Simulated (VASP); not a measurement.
# Ga2Ge (I4/mmm) in VASP: single point with PBE

Aim: the single point of Ga2Ge with PBE.

All numbers are computed with VASP 6.6.1; they aren't measurements. Logs are shortened: lines on timing, memory, paths and dates and some standing lists are left out, and cuts for length are marked.

### 1 The cell of the first run

Symmetry: I4/mmm, No. 139, tetragonal system. Conventional cell: a = 3.637 Å, b = 3.637 Å, c = 8.694 Å, α = 90.00°, β = 90.00°, γ = 90.00°. Within 3.8 Å of Ga (site symmetry 4mm) lie 9 Ga at 2.87 to 3.64 Å and 5 Ge at 2.91 to 2.94 Å. Ge (site symmetry 4/mmm) has 10 Ga at 2.91 to 2.94 Å and 4 Ge at 3.64 Å within 3.8 Å.

### 2 Single point, PBE

Input file INCAR:

```
SYSTEM = Ga2Ge
PREC = Accurate
ENCUT = 520
EDIFF = 1E-7
ISMEAR = 0
SIGMA = 0.1
LREAL = .False.
LASPH = .True.
NELM = 60
ALGO = Fast
ISIF = 2
LWAVE = .False.
LCHARG = .False.
GGA = PE
NBANDS = 27
```

Input file KPOINTS:

```
regular mesh
0
Gamma
  18 18 18
  0 0 0
```

Input file POSCAR:

```
Ga2Ge
1.0
   -1.8186196466      1.8186196466      4.3471437327
    1.8186196466     -1.8186196466      4.3471437327
    1.8186196466      1.8186196466     -4.3471437327
Ga Ge
2 1
Direct
    0.6647915495      0.6647915495      0.0000000000
    0.3352084505      0.3352084505      0.0000000000
    0.0000000000      0.0000000000      0.0000000000
```

Potentials or basis: VASP PAW PBE potentials, release 64 (Ga_d, Ge_d).

On the command line:

```bash
$ cat potpaw_PBE.64/Ga_d/POTCAR potpaw_PBE.64/Ge_d/POTCAR > POTCAR
$ mpirun -np 1 vasp_std > vasp.out
```

OUTCAR:

```text
SYSTEM = Ga2Ge
   PREC = Accurate
   ENCUT = 520
   EDIFF = 1E-7
   ISMEAR = 0
   LREAL = .False.
   LASPH = .True.
   NELM = 60
   ISIF = 2
   GGA = PE

 ion  position               nearest neighbor table
   1  0.665  0.665  0.000-   2 2.87   3 2.91
   2  0.335  0.335  0.000-   1 2.87   3 2.91
   3  0.000  0.000  0.000-   1 2.91   2 2.91

  LATTYP: Found a body centered tetragonal cell.
 ALAT       =     3.6372392932
 C/A-ratio  =     2.3903534424

  Lattice vectors:

 A1 = (  -1.8186196466,   1.8186196466,   4.3471437327)
 A2 = (   1.8186196466,  -1.8186196466,   4.3471437327)
 A3 = (   1.8186196466,   1.8186196466,  -4.3471437327)

Analysis of symmetry for initial positions (statically):
=====================================================================
 Subroutine PRICEL returns:
 Original cell was already a primitive cell.

 Routine SETGRP: Setting up the symmetry group for a
 body centered tetragonal supercell.

 Subroutine GETGRP returns: Found 16 space group operations
 (whereof 16 operations were pure point group operations)
 out of a pool of 16 trial point group operations.

The static configuration has the point symmetry D_4h.

Analysis of symmetry for dynamics (positions and initial velocities):
=====================================================================
 Subroutine PRICEL returns:
 Original cell was already a primitive cell.

 Routine SETGRP: Setting up the symmetry group for a
 body centered tetragonal supercell.

 Subroutine GETGRP returns: Found 16 space group operations
 (whereof 16 operations were pure point group operations)
 out of a pool of 16 trial point group operations.

The dynamic configuration has the point symmetry D_4h.

 Subroutine INISYM returns: Found 16 space group operations
 (whereof 16 operations are pure point group operations),
 and found     1 'primitive' translations

----------------------------------------------------------------------------------------

                                     Primitive cell

  volume of cell :      57.5106

  direct lattice vectors                    reciprocal lattice vectors
    -1.818619647  1.818619647  4.347143733     0.000000000  0.274933794  0.115018051
     1.818619647 -1.818619647  4.347143733     0.274933794  0.000000000  0.115018051
     1.818619647  1.818619647 -4.347143733     0.274933794  0.274933794  0.000000000

  length of vectors
     5.050981436  5.050981436  5.050981436     0.298023058  0.298023058  0.388815101

  position of ions in fractional coordinates (direct lattice)
     0.664791550  0.664791550  0.000000000
     0.335208450  0.335208450  0.000000000
     0.000000000  0.000000000  0.000000000

  ion indices of the primitive-cell ions
   primitive index   ion index
                 1           1
                 2           2
                 3           3

----------------------------------------------------------------------------------------

 KPOINTS: regular mesh

Automatic generation of k-mesh.
 Grid dimensions read from file:
 generate k-points for:   18   18   18

 Generating k-lattice:

  Cartesian coordinates                     Fractional coordinates (reciprocal lattice)
     0.000000000  0.015274100  0.006389892     0.055555556  0.000000000  0.000000000
     0.015274100  0.000000000  0.006389892     0.000000000  0.055555556  0.000000000
     0.015274100  0.015274100  0.000000000     0.000000000  0.000000000  0.055555556

  Length of vectors
     0.016556837  0.016556837  0.021600839

  Shift w.r.t. Gamma in fractional coordinates (k-lattice)
     0.000000000  0.000000000  0.000000000

 Subroutine IBZKPT returns following result:
 ===========================================

 Found    480 irreducible k-points:

 Following reciprocal coordinates:
            Coordinates               Weight
  0.000000  0.000000  0.000000      1.000000
  0.055556 -0.000000  0.000000      8.000000
  0.111111 -0.000000  0.000000      8.000000
  0.166667 -0.000000  0.000000      8.000000
  0.222222 -0.000000  0.000000      8.000000
  0.277778 -0.000000  0.000000      8.000000
[... 16 lines left out ...]
 -0.277778  0.055556 -0.000000     16.000000
 -0.222222  0.055556  0.000000     16.000000
 [... further k-points ...]
   k-points           NKPTS =    480   k-points in BZ     NKDIM =    480   number of bands    NBANDS=     27
   number of dos      NEDOS =    301   number of ions     NIONS =      3
   total plane-waves  NPLWV =  64000
   dimension x,y,z NGX =    40 NGY =   40 NGZ =   40
   dimension x,y,z NGXF=    80 NGYF=   80 NGZF=   80
   ions per type =               2   1
   NGX,Y,Z   is equivalent  to a cutoff of  13.17, 13.17, 13.17 a.u.
   NGXF,Y,Z  is equivalent  to a cutoff of  26.33, 26.33, 26.33 a.u.
 SYSTEM =  Ga2Ge
   PREC   = accura    normal or accurate (medium, high low for compatibility)
   ISTART =      0    job   : 0-new  1-cont  2-samecut
   ICHARG =      2    charge: 1-file 2-atom 10-const
   ISPIN  =      1    spin polarized calculation?
   LNONCOLLINEAR =      F non collinear calculations
   LSORBIT =      F    spin-orbit coupling
   LASPH  =      T    aspherical Exc in radial PAW
   ENCUT  =  520.0 eV  38.22 Ry    6.18 a.u.   9.39  9.39  9.39*2*pi/ulx,y,z
   NELM   =     60;   NELMIN=  2; NELMDL= -5     # of ELM steps
   EDIFF  = 0.1E-06   stopping-criterion for ELM
   LREAL  =      F    real-space projection
   EDIFFG = 0.1E-05   stopping-criterion for IOM
   NSW    =      0    number of steps for IOM
   IBRION =     -1    ionic relax: 0-MD 1-quasi-New 2-CG
   NFREE  =      0    steps in history (QN), initial steepest desc. (CG)
   ISIF   =      2    stress and relaxation
   ISYM   =      2    0-nonsym 1-usesym 2-fastsym
   POTIM  = 0.5000    time-step for ionic-motion
   TEBEG  =    0.0;   TEEND  =   0.0 temperature during run
   PSTRESS=    0.0 pullay stress
   NELECT =      40.0000    total number of electrons
   NUPDOWN=      -1.0000    fix difference up-down
   EMIN   =  10.00;   EMAX   =-10.00  energy-range for DOS
   EFERMI =   0.00;   METHOD = LEGACY
   ISMEAR =     0;   SIGMA  =   0.10  broadening in eV -4-tet -1-fermi 0-gaus
   EFERMI_NEDOS =   21; number of points for ismear=-14 and -15
   IALGO  =     68    algorithm
   IMIX   =      4    mixing-type and parameters
     AMIX     =   0.40;   BMIX     =  1.00
     AMIX_MAG =   1.60;   BMIX_MAG =  1.00
  volume/ion in A,a.u.               =      19.17       129.37
  Fermi-wavevector in a.u.,A,eV,Ry     =   1.450482  2.741013 28.625258  2.103897
  Thomas-Fermi vector in A             =   2.568089
   LORBIT       =      0    0 simple, 1 ext, 2 COOP (PROOUT), +10 PAW based schemes
   GGA     = PE    functional components
   LHFCALC =     F    Hartree Fock is set to
   AEXX    =    0.0000 exact exchange contribution
   IVDW    =     0    specifies the selected vdW correction
   LEPSILON=     F    determine dielectric tensor
   LRPA    =     F    only Hartree local field effects (RPA)
 non-spin polarized calculation
 RMM-DIIS sequential band-by-band and
 Gauss-broadening in eV      SIGMA  =   0.10
  energy-cutoff  :      520.00
  volume of cell :       57.51
 maximum number of plane-waves:      1573
 NGX is ok and might be reduce to    40
   NGX = 19   NGY = 19   NGZ = 19

 number of electron      39.9999999 magnetization

 Free energy of the ion-electron system (eV)
  ---------------------------------------------------
  ext. energy  EPLUGINS =         0.00000000
  ---------------------------------------------------
  free energy    TOTEN  =        -9.94567268 eV

  energy without entropy =       -9.93868349  energy(sigma->0) =       -9.94217808

 E-fermi :   5.7842     XC(G=0): -11.0234

 val. band max:        5.7813312827   @ k =  -0.1667  -0.2778   0.1667
 cond. band min:       5.7895431202   @ k =  -0.2778   0.1111   0.0000
 fundamental gap:      0.0082118375
 Fermi energy:         5.7842459971

 k-point     1 :       0.0000    0.0000    0.0000
  band No.  band energies     occupation
      1     -18.8854      2.00000
      2     -18.8789      2.00000
      3     -18.8766      2.00000
      4     -18.8766      2.00000
      5     -18.8721      2.00000
      6      -9.1228      2.00000
[... 19 lines left out ...]
     26      12.0770      0.00000
     27      15.3975      0.00000

 k-point     2 :       0.0556   -0.0000    0.0000
  band No.  band energies     occupation
      1     -18.8853      2.00000
      2     -18.8786      2.00000
      3     -18.8767      2.00000
      4     -18.8766      2.00000
      5     -18.8722      2.00000
      6      -9.1214      2.00000
[... 19 lines left out ...]
     26      12.3650      0.00000
     27      15.1005      0.00000

 k-point     3 :       0.1111   -0.0000    0.0000
  band No.  band energies     occupation
      1     -18.8850      2.00000
      2     -18.8776      2.00000
      3     -18.8772      2.00000
      4     -18.8765      2.00000
      5     -18.8726      2.00000
      6      -9.1180      2.00000
[... 19 lines left out ...]
     26      13.1462      0.00000
     27      14.2346      0.00000

 k-point     4 :       0.1667   -0.0000    0.0000
  band No.  band energies     occupation
      1     -18.8846      2.00000
      2     -18.8779      2.00000
      3     -18.8765      2.00000
      4     -18.8760      2.00000
      5     -18.8733      2.00000
      6      -9.1250      2.00000
[... 19 lines left out ...]
     26      13.3007      0.00000
     27      13.8409      0.00000

 k-point     5 :       0.2222   -0.0000    0.0000
  band No.  band energies     occupation
      1     -18.8843      2.00000
      2     -18.8787      2.00000
      3     -18.8764      2.00000
      4     -18.8740      2.00000
      5     -18.8738      2.00000
      6      -9.1320      2.00000
[... 19 lines left out ...]
     26      12.8861      0.00000
     27      13.9570      0.00000

 k-point     6 :       0.2778   -0.0000    0.0000
  band No.  band energies     occupation
      1     -18.8840      2.00000
      2     -18.8796      2.00000
      3     -18.8763      2.00000
      4     -18.8749      2.00000
      5     -18.8715      2.00000
      6      -9.1372      2.00000
[... 444 lines left out ...]
      1     -18.8834      2.00000
      2     -18.8811      2.00000
      3     -18.8764      2.00000
      4     -18.8764      2.00000
      5     -18.8672      2.00000
      6      -9.1494      2.00000
[... 19 lines left out ...]
     26      11.9949      0.00000
     27      13.0762      0.00000

 k-point    22 :      -0.3333    0.0556   -0.0000
  band No.  band energies     occupation
      1     -18.8835      2.00000
      2     -18.8804      2.00000
      3     -18.8764      2.00000
      4     -18.8758      2.00000
      5     -18.8691      2.00000
      6      -9.1481      2.00000
[... 19 lines left out ...]
     26      12.2529      0.00000
     27      14.1661      0.00000

 k-point    23 :      -0.2778    0.0556   -0.0000
  band No.  band energies     occupation
      1     -18.8838      2.00000
      2     -18.8796      2.00000
      3     -18.8765      2.00000
      4     -18.8750      2.00000
      5     -18.8713      2.00000
      6      -9.1444      2.00000
[... 19 lines left out ...]
     26      12.9923      0.00000
     27      15.2708      0.00000

 k-point    24 :      -0.2222    0.0556    0.0000
  band No.  band energies     occupation
      1     -18.8841      2.00000
      2     -18.8787      2.00000
      3     -18.8766      2.00000
      4     -18.8742      2.00000
      5     -18.8736      2.00000
      6      -9.1383      2.00000
[... 19 lines left out ...]
     26      13.5925      0.00000
     27      14.2816      0.00000

 [... further k-points ...]
[... 5 lines left out ...]
  --------------------------------------------------------------------------------------
  -------------------------------------------------------------------------------------
  Total        0.0254212      0.0254212      0.0282919      0.0000000      0.0000000      0.0000000
  in kB        0.7082046      0.7082046      0.7881782      0.0000000      0.0000000      0.0000000
  external PRESSURE =       0.7348624 kB  Pullay stress =       0.0000000 kB

 VOLUME and BASIS-vectors are now :
 -----------------------------------------------------------------------------
  energy-cutoff  :      520.00
  volume of cell :       57.51
      direct lattice vectors                 reciprocal lattice vectors
    -1.818619647  1.818619647  4.347143733     0.000000000  0.274933794  0.115018051
     1.818619647 -1.818619647  4.347143733     0.274933794  0.000000000  0.115018051
     1.818619647  1.818619647 -4.347143733     0.274933794  0.274933794  0.000000000

 POSITION                                       TOTAL-FORCE (eV/Angst)
 -----------------------------------------------------------------------------------
      0.00000      0.00000      5.77989         0.000000      0.000000      0.001057
      0.00000      0.00000      2.91440        -0.000000     -0.000000     -0.001057
      0.00000      0.00000      0.00000        -0.000000     -0.000000      0.000000
 -----------------------------------------------------------------------------------
    total drift:                                0.000000      0.000000     -0.000000

  FREE ENERGIE OF THE ION-ELECTRON SYSTEM (eV)
  ---------------------------------------------------
  free  energy   TOTEN  =        -9.9456726786 eV

  energy  without entropy=       -9.9386834855  energy(sigma->0) =       -9.94217808
```

It took 40 min on 1 thread of Oxide Virtual Turin-like, shared host; peak memory 0.73 GiB.

Results:

| Property | Result |
| --- | --- |
| Free energy | -9.9457 eV |
| Pressure | 0.1 GPa |
| Band gap on the k mesh | zero (bands 20 and 21 overlap by 5.39 eV) |

Levels at points of the mesh, in eV from the Fermi level:
| k point | band 17 | band 18 | band 19 | band 20 | band 21 | band 22 | band 23 | band 24 |
| --- | --- | --- | --- | --- | --- | --- | --- | --- |
| (0.00, 0.00, 0.00) | -4.03 | -3.29 | 0.29 | 0.79 | 0.79 | 1.02 | 2.07 | 2.07 |
| (0.50, 0.00, 0.00) | -7.84 | -4.35 | -3.86 | 2.10 | 3.20 | 3.30 | 3.36 | 4.56 |
| (0.50, 0.50, 0.00) | -5.03 | -4.72 | -4.12 | -2.95 | -2.06 | 1.20 | 1.55 | 3.42 |
| (0.50, 0.50, 0.50) | -9.03 | -1.62 | -0.78 | -0.78 | 4.10 | 4.58 | 6.35 | 6.63 |
